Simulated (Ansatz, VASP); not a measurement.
**SiO2 in VASP and in Ansatz**

```xyz
6
Lattice="4.1854 0.0000 0.0000 0.0000 4.3110 0.0000 0.0000 0.0000 2.6687" Properties=species:S:1:pos:R:3 pbc="T T T"
Si    2.0927    2.1555    1.3344
Si    0.0000    0.0000    0.0000
O     2.9042    2.9913    0.0000
O     0.8115    3.4751    1.3344
O     1.2812    1.3197    0.0000
O     3.3739    0.8358    1.3344
```

Change from the starting cell: strain +0.0300 x Voigt [0, 1, 0, 0, 0, 0], atoms carried along.

Alike in both runs: task single point; functional r2SCAN; k mesh 6 × 6 × 8; occupations gaussian, width 0.05 eV; no spin polarisation.

|  | VASP | Ansatz |
| --- | --- | --- |
| version | VASP 6.6.1 | Ansatz 0.2.0 |
| potentials or method | VASP PAW PBE potentials, release 64 (Si, O), cutoff 520 eV | scalar-relativistic, plane waves, PAW |
| valence electrons in the cell | 32 | 32 |

|  | VASP | Ansatz | Ansatz less VASP |
| --- | --- | --- | --- |
| gap on the k mesh at the Fermi level (eV) | 6.00 | 6.01 | +0.007 |
| least direct gap on the mesh (eV) | 6.00 | 6.01 | +0.007 |
| pressure (GPa) | -8.3 | -8.7 | -0.35 |
| traceless stress, the component that is largest in VASP (GPa) | -7.29 | -7.00 | +0.298 |
| rms of the force components (eV/Å) | 0.155 | 0.166 | +0.0108 |

VASP's potentials were made for PBE, not for r2SCAN. Atom by atom the forces differ by 0.011 eV/Å (rms over components).
